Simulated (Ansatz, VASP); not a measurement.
**Two plane-wave programs on CO2**

```xyz
6
Lattice="4.2272 0.0000 0.0000 0.0000 4.2272 0.0000 0.0000 0.0000 4.6878" Properties=species:S:1:pos:R:3 pbc="T T T"
C     2.1136    2.1136    2.3439
C     0.0000    0.0000    0.0000
O     1.2877    2.9395    2.3439
O     2.9395    1.2877    2.3439
O     0.8259    0.8259    0.0000
O     3.4013    3.4013    0.0000
```

Alike in both runs: task electric field gradients; functional r2SCAN; k mesh 8 × 8 × 7; occupations fermi-dirac, width 0.01 eV; no spin polarisation.

|  | VASP | Ansatz |
| --- | --- | --- |
| version | VASP 6.6.1 | Ansatz 0.2.0 |
| potentials or method | VASP PAW PBE potentials, release 64 (C, O) | plane-wave PAW, scalar-relativistic |
| plane-wave cutoff (eV) | 520 | 500 |
| valence electrons in the cell | 32 | 32 |

Ansatz gave:

| Property | Result |
| --- | --- |
| gap on the k mesh at the Fermi level (eV) | 7.17 |
| pressure (GPa) | -2.0 |
| traceless stress, the component that is largest in VASP (GPa) | 2.43 |
| rms of the force components (eV/Å) | 0.395 |
| size of Vzz on the site where it differs most (V/Å²) | 35.2 |

Q: Estimate VASP's values.

A: gap on the k mesh at the Fermi level (eV): 7.15; pressure (GPa): -0.2; traceless stress, the component that is largest in VASP (GPa): 0.20; rms of the force components (eV/Å): 0.042; size of Vzz on the site where it differs most (V/Å²): 56.7.

VASP's potentials were made for PBE, not for r2SCAN. Atom by atom the forces differ by 0.354 eV/Å (rms over components). One of these differences is far larger than is usual between the two programs; its cause wasn't traced.

Noted on VASP's run: the standard files for N, O and F lose accuracy on very short bonds.
